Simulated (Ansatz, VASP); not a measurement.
SiMo3: VASP beside Ansatz

```
CELL_PARAMETERS angstrom
4.15890 0.00000 0.00000
0.00000 4.15890 0.00000
0.00000 0.00000 4.15890
ATOMIC_POSITIONS crystal
Si 0.50000 0.50000 0.50000
Mo 0.50000 0.00000 0.00000
Mo 0.00000 0.50000 0.00000
Mo 0.00000 0.00000 0.50000
```

Alike in both runs: task relaxation of cell and atoms; functional PBE; k mesh 5 × 5 × 5; occupations gaussian, width 0.2 eV; no spin polarisation.

```csv
,VASP,Ansatz
version,VASP 6.6.1,Ansatz 0.2.0
potentials or method,"VASP PAW PBE potentials, release 64 (Si, Mo_sv), cutoff 500 eV","scalar-relativistic, plane waves, PAW"
valence electrons in the cell,46,46
```

|  | VASP | Ansatz | Ansatz less VASP |
| --- | --- | --- | --- |
| gap on the k mesh at the Fermi level, each at its own relaxed structure (eV) | none | none | - |
| relaxed volume (Å³/atom) | 15.02 | 15.02 | -0.009 |
| relaxed cell length with the largest relative difference (Å) | 3.917 | 3.916 | -0.0007 |

A gap of «none» marks a metal or a gap that the smearing closes.

Noted on VASP's run: the volume moved by over 15 % at a fixed basis, so the end points are rough.
